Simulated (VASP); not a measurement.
Write the native input for VASP 6.6.1 that does the following.

```
Task                   : single point
Functional             : PBEsol
Potentials or basis    : VASP PAW PBE potentials, release 64 (Ta_pv, N)
Cutoff                 : 520 eV
k mesh                 : 18 × 18 × 16
Occupations            : gaussian, width 0.15 eV
Spin                   : no spin polarisation
Dipole correction      : no
Further INCAR settings : ALGO = Normal; EDIFF = 1e-07; NBANDS = 15
```

The structure of TaN lies in POSCAR:

```
TaN
1.0
    2.8509000000      0.0000000000      0.0000000000
   -1.4254500000      2.4689518237      0.0000000000
    0.0000000000      0.0000000000      2.7631000000
Ta N
1 1
Direct
    0.3333333333      0.6666666667      0.5000000000
    0.0000000000      0.0000000000      0.0000000000
```

These files were run (other wordings do the same):

INCAR

```
SYSTEM = TaN
PREC = Accurate
ENCUT = 520
EDIFF = 1E-7
ISMEAR = 0
SIGMA = 0.15
LREAL = .False.
LASPH = .True.
NELM = 80
ALGO = Normal
ISIF = 2
LWAVE = .False.
LCHARG = .False.
GGA = PS
NBANDS = 15
```

KPOINTS

```
Automatic mesh
0
Gamma
  18 18 16
  0 0 0
```

Potentials or basis: VASP PAW PBE potentials, release 64 (Ta_pv, N).

Launch:

```bash
$ cat potpaw_PBE.64/Ta_pv/POTCAR potpaw_PBE.64/N/POTCAR > POTCAR
$ mpirun -np 1 vasp_std > vasp.out
```

Results of the run:

- Pressure: 41.0 GPa
- Band gap on the k mesh: zero (band 8 reaches 9.52 eV, above the bottom of band 9 at 9.07 eV)

Caveat: the PAW data sets were made with another functional, which shifts forces and pressure a little; spin-orbit coupling is left out, which moves the levels of the heavy elements.

It took 55 s on 1 thread of Intel(R) Xeon(R) Platinum 8259CL CPU @ 2.50GHz (Skylake/Cascade Lake), with other jobs on the host, peak memory 0.22 GiB.
